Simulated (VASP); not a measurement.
# H21C10N5O3 in VASP: notebook, part 2 of 3

VASP 6.6.1. Earlier steps stand in the parts before.

### 3 Single point, PBE

Input file INCAR:

```
  PREC = Accurate
  ENCUT = 520
  EDIFF = 1E-7
  ISMEAR = -1
  SIGMA = 0.05
  LREAL = Auto
  LASPH = T
  NELM = 100
  ALGO = Normal
  ISIF = 2
  LWAVE = F
  LCHARG = F
  GGA = PE
  NBANDS = 77
```

Input file KPOINTS:

```
Automatic mesh
0
Gamma
  1 1 1
```

Input file POSCAR:

```
H21C10N5O3
1.0
    8.0671430000      0.0000000000      0.0000000000
    0.0000000000      8.0671430000      0.0000000000
    0.0000000000      0.0000000000      8.0671430000
O H C N
3 21 10 5
Direct
    0.7372870420      0.3885762283      0.6840587802
    0.4639436787      0.5946962884      0.8685230942
    0.0155073488      0.1578873710      0.8633787699
    0.6886700781      0.4873472554      0.7274074601
    0.7323286571      0.4049512944      0.5626279341
    0.5023587657      0.6375615258      0.9788843460
    0.4894793609      0.4855746328      0.8568460978
    0.0055038072      0.2393164470      0.9438409608
   -0.0175526825      0.1917531399      0.7521374048
    0.6095590471      0.0906392759      0.5154117139
    0.4419408457      0.0795448897      0.3776429896
    0.5638179465     -0.0954613052      0.3909190652
    0.1557552655      1.0386452800      0.6230582500
    0.0538852479      0.8502266540      0.6835877336
    0.2265238139      0.9458986905      0.7840322156
    0.1399504137      0.3693624868      0.1655604717
    0.0336178496      0.3596068645      0.3370214213
    0.1443013964      0.5556118195      0.3037630547
    0.9250486820      0.8637878367      0.0146644233
    0.9992137241      0.8641473196      0.2097148891
    1.1104674852      0.7594014387      0.0405347965
    0.5079369487     -0.1281494576      0.7934283550
    0.4950699399      0.0825199206      0.7077102761
    0.6748733721      0.0156065165      0.8546892004
    0.5778005919      0.0404728167      0.3919479300
    0.6907525998      0.1074605966      0.2749176505
    0.1743616048      0.9049548273      0.6671630836
    0.2655834910      0.8283477806      0.5338321138
    0.1498795794      0.4213511524      0.2948379618
    0.2797768677      0.3530989844      0.3935346132
    0.9916769791      0.7870568304      0.0986222756
    0.8790224743      0.6442429495      0.1156543277
    0.5380467410      0.0095696828      0.8184681987
    0.4304869766      0.0673224709      0.9626084476
    0.7892633117      0.1641473320      0.1861873528
    0.3362280798      0.7774995435      0.4169629818
    0.3751514012      0.2991517567      0.4856614045
    0.7695661277      0.5500088445      0.1103860437
    0.3348149401      0.1014361590      1.0636603318
```

Potentials or basis: VASP PAW PBE potentials, release 64 (O, H, C, N).

Command:

```
$ cat potpaw_PBE.64/O/POTCAR potpaw_PBE.64/H/POTCAR potpaw_PBE.64/C/POTCAR potpaw_PBE.64/N/POTCAR > POTCAR
$ mpirun -np 1 vasp_gam > vasp.out
```

Run time: 72 s. Hardware: 1 thread of Intel Xeon Platinum 8375C at 2.90GHz (Ice Lake), shared host; peak memory 0.48 GiB.

Results (log left out):

```
Free energy            : -225.5232 eV
Pressure               : 0.7 GPa
Largest force          : 4.969 eV/Å
Band gap on the k mesh : 5.06 eV
```

Forces on the atoms (eV/Å):
```
O    0.610 -0.776 -1.285
O   -0.706  4.781  1.152
O    0.520 -2.686 -2.058
H   -0.375  0.964  0.457
H   -0.126 -0.130  0.706
H   -0.201 -1.117 -1.182
H    0.840 -3.812  0.131
H   -0.688  1.991  1.272
H   -0.244  0.736  0.789
H    0.148 -0.379 -0.238
H    1.665 -0.092 -0.438
H    0.707  0.128 -0.015
H   -0.273 -1.049 -0.137
H   -0.537 -0.335  0.179
H    0.630 -0.998  0.440
H    0.945  0.689  0.511
H    0.066  0.641  0.410
H    0.001  0.146 -0.104
H   -0.432  0.976 -0.976
H    0.349 -0.289  0.259
H    0.240 -0.205  0.301
H    0.263  1.390  0.349
H    0.784 -0.218  0.747
H   -1.269  0.443 -0.610
C   -1.766 -0.149  0.653
C   -0.076 -0.017 -0.169
C   -0.325  2.362 -1.240
C    0.760 -0.547 -0.302
C   -1.444 -1.429 -0.952
C   -0.507  0.497 -0.541
C   -0.541 -0.778  0.319
C    0.241  0.742 -0.199
C   -0.613 -0.689  1.245
C    1.783 -1.171 -2.297
N    0.425  0.112 -0.274
N   -0.827 -0.012  0.944
N    0.576 -0.032  1.040
N    0.058 -0.123  0.194
N   -0.661  0.436  0.920
```

Stress tensor (GPa, compression positive):
```
 0.58 -1.04 -0.05
-1.04  1.51 -0.75
-0.05 -0.75 -0.01
```

Levels at points of the mesh, in eV from the valence-band top:
```csv
k point,band 49,band 50,band 51,band 52,band 53,band 54,band 55,band 56
"(0.00, 0.00, 0.00)",-0.53,-0.39,-0.31,0.00,5.06,5.81,6.11,6.14
```

Caveat: the k points lie up to 0.78 Å⁻¹ apart.

### 4 Single point, PBE

Input file INCAR:

```
SYSTEM = H21C10N5O3
  PREC = Accurate
  ENCUT = 520
  EDIFF = 1E-6
  ISMEAR = -1
  SIGMA = 0.05
  LREAL = Auto
  LASPH = .TRUE.
  NELM = 60
  ALGO = Normal
  ISIF = 2
  LWAVE = .FALSE.
  LCHARG = .TRUE.
  GGA = PE
  LELF = .TRUE.
  LVHAR = .TRUE.
  NBANDS = 77
```

Input file KPOINTS:

```
regular mesh
0
G
  1 1 1
  0 0 0
```

Input file POSCAR:

```
H21C10N5O3
1.0
    8.0671430000      0.0000000000      0.0000000000
    0.0000000000      8.0671430000      0.0000000000
    0.0000000000      0.0000000000      8.0671430000
O H C N
3 21 10 5
Direct
    0.7373862097      0.4438746158      0.6884345548
    0.4155870300      0.5947706642      0.8989799735
    0.0461377715      0.1663042294      0.8797042522
    0.6133522116      0.4189091479      0.6465362025
    0.7860651534      0.3800354103      0.5988861236
    0.4616504257      0.6840587802      0.9754878524
    0.4518576155      0.5095608197      0.9670585981
   -0.0386630062      0.1466442333      0.9679758993
   -0.0136975383      0.1850717162      0.7717354211
    0.6397680071      0.0798919766      0.5151018149
    0.4488949805      0.0194616607      0.4066991251
    0.6317974034     -0.1206127126      0.4365733941
    0.2704055203      1.0439259599      0.6354914001
    0.0803878151      0.9974782894      0.5744536821
    0.1283353971      0.8894846664      0.7378076724
    0.1564618354      0.3962493289      0.1566105869
    0.0066318398      0.3803701013      0.3388932116
    0.1166460047      0.5653178579      0.3102585389
    0.9270196400      0.9493199761      0.0898459343
    0.9959907739      0.7948167028      0.2440641005
    1.0915512468      0.7770408929      0.0330352394
    0.5532813786     -0.1417354322      0.7803506148
    0.5367203730      0.0552983875      0.7030989782
    0.6923392829      0.0165362136      0.8391570597
    0.5848414984      0.0110571983      0.3986665416
    0.6653656691      0.0908747992      0.2586665440
    0.1814025114      0.9372711008      0.6317354236
    0.2732813835      0.8315707308      0.5097963430
    0.1239720183      0.4151035875      0.2848592122
    0.2347671288      0.3364140192      0.3871506926
    0.9757357716      0.8178855885      0.1095059304
    0.8415990643      0.6959712999      0.0939613938
    0.5655781731     -0.0153957851      0.8168815156
    0.4515973003      0.0467823615      0.9321391724
    0.7518894855      0.1459252675      0.1587179005
    0.3315300101      0.7664919291      0.3919231381
    0.3460332859      0.2653355717      0.4396723846
    0.7585585132      0.5777014242      0.0788631118
    0.3478307004      0.1005808376      1.0137417919
```

Command:

```
$ cat potpaw_PBE.64/O/POTCAR potpaw_PBE.64/H/POTCAR potpaw_PBE.64/C/POTCAR potpaw_PBE.64/N/POTCAR > POTCAR
$ mpirun -np 1 vasp_gam > vasp.out
```

It took 69 s on 1 thread of Intel Xeon Platinum 8375C at 2.90GHz (Ice Lake), shared host; peak memory 0.48 GiB.

Results (log left out):

| Property | Result |
| --- | --- |
| Free energy | -223.7950 eV |
| Pressure | 0.8 GPa |
| Largest force | 4.855 eV/Å |
| Band gap on the k mesh | 4.63 eV |

Forces in eV/Å, atoms in the order of the input:
```
O   -3.442 -1.038 -1.501
O   -0.095  3.511  0.228
O   -1.186 -0.104 -0.761
H    2.577  1.069  1.518
H    0.809  0.000 -0.205
H   -0.756 -0.735 -1.363
H    0.795 -2.831  1.174
H    0.349  0.607 -0.981
H    0.313 -0.014  1.695
H   -0.915 -0.371 -1.550
H    0.825  0.128 -0.472
H   -0.606  1.364 -1.416
H   -0.536 -0.351  1.171
H   -1.268  0.351 -1.379
H    0.088 -1.165  2.252
H   -0.535 -0.384 -0.664
H   -1.253 -0.424 -1.027
H    0.694 -2.720 -0.415
H    0.786 -1.378  0.148
H    0.802  0.834 -0.251
H   -1.542  0.733  0.973
H   -0.168 -1.213  0.164
H    0.052 -0.028 -0.019
H    0.874  0.071  0.625
C    1.867 -0.202  2.500
C   -0.645 -1.321  1.402
C    3.091  0.812 -2.914
C   -1.325 -0.816 -0.878
C   -1.887  4.418  0.701
C    1.256  0.393 -0.352
C   -0.127 -0.367  0.067
C    0.251 -0.735 -1.136
C    0.316  0.980 -1.817
C    0.187 -0.468  0.171
N    0.720  0.594 -1.043
N   -0.759  0.434  1.772
N    1.530 -1.038  1.833
N   -0.107  0.735  0.301
N   -1.030  0.670  1.450
```

Stress tensor (GPa, compression positive):
```
 1.71 -0.81  0.87
-0.81  0.06 -1.28
 0.87 -1.28  0.67
```

Levels at points of the mesh, in eV from the valence-band top:
```csv
k point,band 49,band 50,band 51,band 52,band 53,band 54,band 55,band 56
"(0.00, 0.00, 0.00)",-0.73,-0.29,-0.07,0.00,4.63,5.51,5.63,5.80
```

Caveat: the k points lie up to 0.78 Å⁻¹ apart.

### 5 Single point, PBE

Input file INCAR:

```
PREC = Accurate
ENCUT = 520
EDIFF = 1E-6
ISMEAR = -1
SIGMA = 0.05
LREAL = Auto
LASPH = T
NELM = 100
ALGO = Normal
ISIF = 2
LWAVE = F
LCHARG = F
GGA = PE
NBANDS = 77
```

Input file KPOINTS:

```
regular mesh
0
Gamma
  1 1 1
```

Input file POSCAR:

```
H21C10N5O3
1.0
    8.0671430000      0.0000000000      0.0000000000
    0.0000000000      8.0671430000      0.0000000000
    0.0000000000      0.0000000000      8.0671430000
O H C N
3 21 10 5
Direct
    0.6974836073      0.3216132403      0.6375739218
    0.3812130267      0.5506038507      0.8671595384
    0.0136479544      0.2481547681      0.7718717767
    0.7689339336      0.3451531726      0.5411457315
    0.7102762403      0.3916132390      0.7252133748
    0.2704922920      0.4847069154      0.8700106097
    0.4307224999      0.5409102082      0.7622525100
   -0.0945440040      0.2672817378      0.8128528278
    0.0809952173      0.2757109921      0.8757995241
    0.5510625013     -0.0245440052      0.4234832580
    0.6163520344     -0.1350540086      0.2271560080
    0.7750823309     -0.0534018053      0.3978979919
    0.1878732037      1.0350380550      0.7150734777
    0.1024650239      1.0221214623      0.5171347527
    0.0149743224      0.8928191802      0.6524118886
    0.1180963322      0.3572888196      0.1609119858
   -0.0063715246      0.2317177221      0.3355710938
   -0.0370019473      0.4230617952      0.3087834194
    1.0302284216      0.8910961415      0.1798902040
    0.9838427309      0.7506250974      0.3539171179
    1.1274623494      0.6896245672      0.1987692545
    0.4654931740     -0.0969240287      0.8152328526
    0.5599132183      0.0893624918      0.7288329958
    0.6632211676     -0.0176642462      0.8848113886
    0.6477510068     -0.0353656803      0.3275756981
    0.6935912751      0.0896599949      0.2181193515
    0.1400123935      0.9402337358      0.6344625352
    0.2428245043      0.8050309757      0.5847919146
    0.0694669724      0.3458721384      0.3030688808
    0.2308252128      0.3720152227      0.3956419268
    1.0154772266      0.7604179076      0.2206233359
    0.8989799735      0.6787533083      0.0887674856
    0.5358526556      0.0187426949      0.8467929724
    0.4503081202      0.1136709737      0.9708517625
    0.7570214139      0.2009757358      0.1505241695
    0.3577102823      0.7416008369      0.5383814319
    0.3649123364      0.3761182862      0.4568655843
    0.8268850571      0.5936550276      0.0019337701
    0.3594209251      0.2034425323      1.0441366913
```

Potentials or basis: VASP PAW PBE potentials, release 64 (O, H, C, N).

Command:

```
$ cat potpaw_PBE.64/O/POTCAR potpaw_PBE.64/H/POTCAR potpaw_PBE.64/C/POTCAR potpaw_PBE.64/N/POTCAR > POTCAR
$ mpirun -np 1 vasp_gam > vasp.out
```

OUTCAR:

```text
PREC = Accurate
   ENCUT = 520
   EDIFF = 1E-6
   ISMEAR = -1
   LREAL = Auto
   LASPH = T
   NELM = 100
   ISIF = 2
   GGA = PE

 ion  position               nearest neighbor table
   1  0.697  0.322  0.638-   5 0.91   4 0.99
   2  0.381  0.551  0.867-   7 0.94   6 1.04
   3  0.014  0.248  0.772-   8 0.95   9 1.02
   4  0.769  0.345  0.541-   1 0.99
   5  0.710  0.392  0.725-   1 0.91
   6  0.270  0.485  0.870-   2 1.04
   7  0.431  0.541  0.762-   2 0.94
   8  0.905  0.267  0.813-   3 0.95
   9  0.081  0.276  0.876-   3 1.02
[... 345 lines left out ...]
  Total       -2.3028005      6.5163105     -5.5602747     -6.1296032      1.8366301     -5.0581387
  in kB       -7.0276095     19.8862588    -16.9686606    -18.7061182      5.6049665    -15.4362588
  external PRESSURE =      -1.3700038 kB  Pullay stress =       0.0000000 kB

 VOLUME and BASIS-vectors are now :
 -----------------------------------------------------------------------------
  energy-cutoff  :      520.00
  volume of cell :      525.00
      direct lattice vectors                 reciprocal lattice vectors
     8.067143000  0.000000000  0.000000000     0.123959622  0.000000000  0.000000000
     0.000000000  8.067143000  0.000000000     0.000000000  0.123959622  0.000000000
     0.000000000  0.000000000  8.067143000     0.000000000  0.000000000  0.123959622

 POSITION                                       TOTAL-FORCE (eV/Angst)
 -----------------------------------------------------------------------------------
      5.62670      2.59450      5.14340        -0.416481     -2.967219     -3.428452
      3.07530      4.44180      6.99550        -2.879730     -0.710637      2.449435
      0.11010      2.00190      6.22680         2.573364      0.468282      1.629277
      6.20310      2.78440      4.36550        -0.459458      0.359637      1.131306
      5.72990      3.15920      5.85040         0.747107      2.793099      2.478281
      2.18210      3.91020      7.01850         2.627913      1.282622     -0.571089
[... 31 lines left out ...]
      6.67060      4.78910      0.01560        -1.658516     -1.580296     -2.354498
      2.89950      1.64120      0.35606         1.303094     -1.636709     -0.895029
 -----------------------------------------------------------------------------------
    total drift:                               -0.017834     -0.000864      0.003642

  FREE ENERGIE OF THE ION-ELECTRON SYSTEM (eV)
  ---------------------------------------------------
  free  energy   TOTEN  =      -223.5807630118 eV

  energy  without entropy=     -223.5807630118  energy(sigma->0) =     -223.58076301
```

stdout:

```text
POSCAR found type information on POSCAR O H C N
 POSCAR found :  4 types and      39 ions
 scaLAPACK will be used
 LDA part: xc-table for (Slater+PW92), standard interpolation
 POSCAR, INCAR and KPOINTS ok, starting setup
 FFT: planning ... GRIDC
 FFT: planning ... GRID_SOFT
 FFT: planning ... GRID
 WAVECAR not read
 entering main loop
```

It took 63 s on 1 thread of Intel Xeon Platinum 8375C at 2.90GHz (Ice Lake), shared host; peak memory 0.48 GiB.

What came out:

| Property | Result |
| --- | --- |
| Free energy | -223.5808 eV |
| Pressure | -0.1 GPa |
| Largest force | 5.981 eV/Å |
| Band gap on the k mesh | 4.20 eV |

Forces in eV/Å, atoms in the order of the input:
```
O   -0.416 -2.967 -3.428
O   -2.880 -0.711  2.449
O    2.573  0.468  1.629
H   -0.459  0.360  1.131
H    0.747  2.793  2.478
H    2.628  1.283 -0.571
H    0.255 -0.452 -1.943
H   -1.640  0.126  0.261
H   -0.741 -0.617 -1.652
H   -0.061  0.409 -0.647
H    0.345  0.116  2.061
H   -1.887 -0.596 -0.852
H    0.128 -0.211  0.858
H    1.116 -1.171  1.251
H   -0.316  0.154  1.289
H   -1.181 -0.874  2.409
H    1.637  0.086 -0.529
H   -0.238  1.927  0.540
H    0.197 -0.397  0.372
H   -0.484 -0.169 -0.692
H    0.732  0.151  0.132
H    0.361  0.484  0.292
H   -0.496  0.037  0.777
H   -0.460 -0.024  0.176
C    1.162 -2.866  0.062
C    0.593  3.187  0.137
C   -2.475  0.865 -3.089
C   -2.968  3.804  1.528
C    2.187 -0.960 -1.811
C    0.060 -0.357  0.572
C   -1.276 -0.260 -2.247
C    2.670  2.327  4.445
C    0.907 -0.960 -0.941
C   -2.049  1.938  0.323
N   -0.051 -0.310 -0.517
N    4.579 -3.320 -1.947
N   -2.443 -0.075 -1.059
N   -1.659 -1.580 -2.354
N    1.303 -1.637 -0.895
```

Stress tensor (GPa, compression positive):
```
-0.70 -1.87 -1.54
-1.87  1.99  0.56
-1.54  0.56 -1.70
```

Caveat: the k points lie up to 0.78 Å⁻¹ apart; the atoms stand as in a frame of molecular dynamics.

(Part 2 of 3 ends here.)
